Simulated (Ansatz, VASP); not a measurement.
# One calculation of Ge, two programs

File INCAR:

```
ALGO     = Fast           # electronic algorithm
EDIFF    = 1E-7           # SCF threshold, eV
ENCUT    = 520            # plane-wave cutoff, eV
GGA      = PS             # functional
ISIF     = 2              # what is computed and relaxed
ISMEAR   = 0              # smearing method
LASPH    = T              # aspherical terms in the spheres
LCHARG   = F              # write CHGCAR
LREAL    = F              # projectors in reciprocal space
LWAVE    = F              # write WAVECAR
NBANDS   = 66             # bands
NELM     = 100            # most SCF steps
PREC     = Accurate       # precision mode
SIGMA    = 0.15           # smearing width, eV
```

The input KPOINTS:

```
k-points
0
Gamma
  9 9 9
```

File POSCAR:

```
Ge
1.0
    4.6777000000      2.7006713542      2.0698666667
   -4.6777000000      2.7006713542      2.0698666667
    0.0000000000     -5.4013427084      2.0698666667
Ge
8
Direct
    0.7160166262      0.7160166262      0.7160166262
    0.2839833738      0.2839833738      0.2839833738
    0.0302911486      0.7262027915      0.5337905696
    0.5337905696      0.0302911486      0.7262027915
    0.7262027915      0.5337905696      0.0302911486
    0.9697088514      0.2737972085      0.4662094304
    0.4662094304      0.9697088514      0.2737972085
    0.2737972085      0.4662094304      0.9697088514
```

Input for Ansatz:

```yaml
crystal:
  lattice:
    - [4.6777, 2.7006713542, 2.0698666667]
    - [-4.6777, 2.7006713542, 2.0698666667]
    - [0.0, -5.4013427084, 2.0698666667]
  atoms:
    - { symbol: Ge, position: [0.7160166262, 0.7160166262, 0.7160166262] }
    - { symbol: Ge, position: [0.2839833738, 0.2839833738, 0.2839833738] }
    - { symbol: Ge, position: [0.0302911486, 0.7262027915, 0.5337905696] }
    - { symbol: Ge, position: [0.5337905696, 0.0302911486, 0.7262027915] }
    - { symbol: Ge, position: [0.7262027915, 0.5337905696, 0.0302911486] }
    - { symbol: Ge, position: [0.9697088514, 0.2737972085, 0.4662094304] }
    - { symbol: Ge, position: [0.4662094304, 0.9697088514, 0.2737972085] }
    - { symbol: Ge, position: [0.2737972085, 0.4662094304, 0.9697088514] }
basis:
  ecutwfc: 420
kpoints:
  mp_grid: { grid: [9, 9, 9] }
hamiltonian:
  xc: pbesol
  pseudopotentials: { kind: paw, azcp: { folder: soft_1 } }
scf:
  occupations: { method: gaussian, width: 0.15 }
output:
  forces: true
  stress: true
  eigenvalues: true
```

Alike in both runs: task single point; functional PBEsol; k mesh 9 × 9 × 9; occupations gaussian, width 0.15 eV; no spin polarisation.

|  | VASP | Ansatz |
| --- | --- | --- |
| version | VASP 6.6.1 | Ansatz 0.2.0 |
| potentials or method | VASP PAW PBE potentials, release 64 (Ge_d), cutoff 520 eV | scalar-relativistic, plane waves, PAW |
| valence electrons in the cell | 112 | 112 |

VASP gave:

* gap on the k mesh at the Fermi level (eV): none
* pressure (GPa): 4.8
* traceless stress, the component that is largest in VASP (GPa): -10.71
* rms of the force components (eV/Å): 0.489

Task: What did Ansatz give for the same quantities?

Result: gap on the k mesh at the Fermi level (eV): none; pressure (GPa): 4.9; traceless stress, the component that is largest in VASP (GPa): -10.72; rms of the force components (eV/Å): 0.492.

VASP's potentials were made for PBE, not for PBEsol, and Ansatz warns of the same on its side. Atom by atom the forces differ by 0.004 eV/Å (rms over components). A gap of «none» marks a metal or a gap that the smearing closes. The functional is the same, so the differences come from potentials, cutoffs and numerics.
